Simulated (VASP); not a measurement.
A run of VASP 6.6.1:

The input INCAR:

```
SYSTEM = ZrSe2
PREC = Accurate
ENCUT = 500
EDIFF = 1E-6
ISMEAR = 0
SIGMA = 0.01
LREAL = .False.
LASPH = .True.
NELM = 120
ALGO = Normal
ISIF = 2
LWAVE = .False.
LCHARG = .True.
GGA = RP
LELF = .True.
LVHAR = .True.
NBANDS = 19
GGA_COMPAT = .False.
```

Contents of KPOINTS:

```
Automatic mesh
0
Gamma
  7 7 4
  0 0 0
```

File POSCAR:

```
ZrSe2
1.0
    3.7980000000      0.0000000000      0.0000000000
   -1.8990000000      3.2891640000      0.0000000000
    0.0000000000      0.0000000000      6.1920000000
Zr Se
1 2
Direct
    0.0000000000      0.0000000000      0.0000000000
    0.3333333333      0.6666666667      0.2500000000
    0.6666666667      0.3333333333      0.7500000000
```

Potentials or basis: VASP PAW PBE potentials, release 64 (Zr_sv, Se).

Run with:

```bash
$ cat potpaw_PBE.64/Zr_sv/POTCAR potpaw_PBE.64/Se/POTCAR > POTCAR
$ mpirun -np 1 vasp_std > vasp.out
```

Hardware: 1 thread of AMD EPYC 9R45 96-Core Processor (Zen 5), with other jobs on the host.

**Question.** How long does it take, and how much memory?

**Answer.** It took 26 s on 1 thread of AMD EPYC 9R45 96-Core Processor (Zen 5), with other jobs on the host, peak memory 0.17 GiB. Counts: scf iterations 15, k points 28.
